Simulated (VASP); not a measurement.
Crystal: CdS (wurtzite type).

```
CELL_PARAMETERS angstrom
4.12427 0.00000 0.00000
-2.06214 3.57173 0.00000
0.00000 0.00000 6.72257
ATOMIC_POSITIONS crystal
Cd 0.33333 0.66667 0.00000
Cd 0.66667 0.33333 0.50000
S 0.33333 0.66667 0.37600
S 0.66667 0.33333 0.87600
```

```yaml
Program: VASP 6.6.1
Task: relaxation of cell and atoms
Functional: PBE
Potentials_or_basis: VASP PAW PBE potentials, release 64 (Cd, S)
Cutoff: 600 eV
k_mesh: 10 × 10 × 5
Occupations: fermi-dirac, width 0.1 eV
Spin: no spin polarisation
```

At the start: pressure 3.3 GPa; volume 24.76 Å³/atom.

Q: Where does the relaxation end?

A: Over 6 steps the energy falls by 13.9 meV/atom and the volume is 26.16 Å³/atom (+5.7 %); space group P6_3mc (No. 186, to 0.1 Å) before and after.

Step by step:
```tsv
step	energy change (eV)	largest force (eV/Å)	pressure (GPa)	volume (Å³)
1	0.0000	0.0014	3.35	99.03
2	-0.0498	0.0077	-0.95	106.63
3	-0.0557	0.0066	0.01	104.64
4	-0.0557	0.0067	-0.05	104.76
5	-0.0557	0.0051	0.01	104.65
6	-0.0557	0.0050	0.01	104.64
```

Final structure:
```cif
data_structure
_symmetry_space_group_name_H-M 'P 1'
_symmetry_Int_Tables_number 1
_cell_length_a 4.2013
_cell_length_b 4.2013
_cell_length_c 6.8456
_cell_angle_alpha 90.000
_cell_angle_beta 90.000
_cell_angle_gamma 120.000
_cell_volume 104.64
loop_
_atom_site_label
_atom_site_type_symbol
_atom_site_fract_x
_atom_site_fract_y
_atom_site_fract_z
_atom_site_occupancy
Cd1 Cd 0.33333 0.66667 0.99995 1
Cd2 Cd 0.66667 0.33333 0.49995 1
S1 S 0.33333 0.66667 0.37605 1
S2 S 0.66667 0.33333 0.87605 1
```
